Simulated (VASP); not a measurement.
A run of VASP 6.6.1 is set up as follows.

Contents of POSCAR:

```
Sb
1.0
    2.1859391975      1.2620525841      3.8133689252
   -2.1859391975      1.2620525841      3.8133689252
    0.0000000000     -2.5241051682      3.8133689252
Sb
2
Direct
    0.2309330096      0.2309330096      0.2309330096
    0.7690669904      0.7690669904      0.7690669904
```

INCAR.step1

```
SYSTEM = Sb
  PREC = Accurate
  ENCUT = 520
  ISMEAR = -1
  SIGMA = 0.02
  LREAL = .FALSE.
  LASPH = .TRUE.
  NELM = 80
  NBANDS = 12
  GGA = PE
  ALGO = Normal
  EDIFF = 1E-4
  LWAVE = .TRUE.
  LCHARG = .FALSE.
```

Contents of INCAR.step2:

```
SYSTEM = Sb
  PREC = Accurate
  ENCUT = 520
  EDIFF = 1E-6
  ISMEAR = -1
  SIGMA = 0.02
  LREAL = .FALSE.
  LASPH = .TRUE.
  NELM = 80
  ALGO = Normal
  ISIF = 2
  LWAVE = .FALSE.
  LCHARG = .TRUE.
  METAGGA = R2SCAN
  LMIXTAU = .TRUE.
  LELF = .TRUE.
  LVHAR = .TRUE.
  NBANDS = 12
  ISTART = 1
```

File KPOINTS:

```
Automatic mesh
0
G
  6 6 6
  0 0 0
```

Potentials or basis: VASP PAW PBE potentials, release 64 (Sb).

Command:

```sh
$ cat potpaw_PBE.64/Sb/POTCAR > POTCAR
$ cp INCAR.step1 INCAR
$ mpirun -np 1 vasp_std > vasp.out
$ cp INCAR.step2 INCAR
$ mpirun -np 1 vasp_std > vasp.out
```

Problem. Predict the largest force.

Solution. 0.047 eV/Å.

Problem. Estimate the pressure.

Solution. 0.1 GPa.

Forces on the atoms (eV/Å):
```
Sb   0.000  0.000  0.047
Sb   0.000  0.000 -0.047
```

Caveat: the PAW data sets were made with another functional, which shifts forces and pressure a little.
